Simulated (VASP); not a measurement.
Wanted: the native input for a VASP 6.6.1 run.

| Quantity | Value |
| --- | --- |
| Task | single point |
| Functional | LDA |
| Potentials or basis | VASP PAW LDA potentials, release 64 (V_sv) |
| Cutoff | 520 eV |
| k mesh | 12 × 12 × 6 |
| Occupations | methfessel-paxton, width 0.2 eV |
| Spin | collinear spin, ferromagnetic start |
| Starting moments | [0.4, 0.6] μB |
| Fixed moment | 1 μB |
| Hubbard terms | V d U = 2.5 eV |
| Dipole correction | no |
| Further INCAR settings | ALGO = Normal; EDIFF = 1e-06; NBANDS = 24 |

The structure of V lies in POSCAR:

```
V
1.0
    2.6042941027      0.0000000000      0.0000000000
   -1.3021470513      2.2553848518      0.0000000000
    0.0000000000      0.0000000000      4.7233360000
V
2
Direct
    0.3333333333      0.6666666667      0.2500000000
    0.6666666667      0.3333333333      0.7500000000
```

This isn't the form of V at room conditions, which is bcc.

One way to write it, as run:

INCAR

```
  PREC = Accurate
  ENCUT = 520
  EDIFF = 1E-6
  ISMEAR = 1
  SIGMA = 0.2
  LREAL = F
  LASPH = T
  NELM = 150
  ALGO = Normal
  ISIF = 2
  LWAVE = F
  LCHARG = F
  ISPIN = 2
  MAGMOM = 0.4 0.6
  LORBIT = 11
  NUPDOWN = 1.0
  LMAXMIX = 4
  LDAU = T
  LDAUTYPE = 2
  LDAUL = 2
  LDAUU = 2.5
  LDAUJ = 0
  LDAUPRINT = 1
  GGA = CA
  NBANDS = 24
```

KPOINTS

```
Automatic mesh
0
Gamma
  12 12 6
```

Potentials or basis: VASP PAW LDA potentials, release 64 (V_sv).

Command:

```console
$ cat potpaw_LDA.64/V_sv/POTCAR > POTCAR
$ mpirun -np 1 vasp_std > vasp.out
```

It gave:

```json
{
 "Pressure": "-5.0 GPa",
 "Net moment": "1.00 μB per cell",
 "Site moments": "V +0.44 μB",
 "Valence electrons inside the program's atomic spheres": "V 11.62"
}
```

Caveat: the cell stands under tension; the total moment is fixed, so each spin has its own Fermi level; the U is typed as a test and isn't derived for this compound.

It took 91 s on 1 thread of Intel(R) Xeon(R) Platinum 8488C (Sapphire Rapids), with other jobs on the host, peak memory 0.18 GiB.
